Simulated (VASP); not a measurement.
A run of VASP 6.6.1 is set up as follows.

Contents of INCAR:

```
SYSTEM = Li5Au3
PREC = Accurate
ENCUT = 520
EDIFF = 1E-6
ISMEAR = 0
SIGMA = 0.1
LREAL = .FALSE.
LASPH = .TRUE.
NELM = 60
ALGO = Fast
ISIF = 2
LWAVE = .FALSE.
LCHARG = .TRUE.
GGA = PE
LELF = .TRUE.
LVHAR = .TRUE.
NBANDS = 34
```

Contents of KPOINTS:

```
regular mesh
0
G
  8 8 8
  0 0 0
```

Contents of POSCAR:

```
Li5Au3
1.0
   -3.1329128730      3.1329128730      3.1329128730
    3.1329128730     -3.1329128730      3.1329128730
    3.1329128730      3.1329128730     -3.1329128730
Li Au
5 3
Direct
    0.5000000000      0.5000000000      0.5000000000
    0.0000000000      0.0000000000      0.5000000000
    0.0000000000      0.5000000000      0.0000000000
    0.5000000000      0.0000000000      0.0000000000
    0.0000000000      0.0000000000      0.0000000000
    0.0000000000      0.5000000000      0.5000000000
    0.5000000000      0.0000000000      0.5000000000
    0.5000000000      0.5000000000      0.0000000000
```

Potentials or basis: VASP PAW PBE potentials, release 64 (Li_sv, Au).

Run with:

```sh
$ cat potpaw_PBE.64/Li_sv/POTCAR potpaw_PBE.64/Au/POTCAR > POTCAR
$ mpirun -np 1 vasp_std > vasp.out
```

Task: What does it give for the band gap on the k mesh?

Result: Zero (band 24 reaches 5.08 eV, above the bottom of band 25 at 3.40 eV).

Caveat: spin-orbit coupling is left out, which moves the levels of the heavy elements.
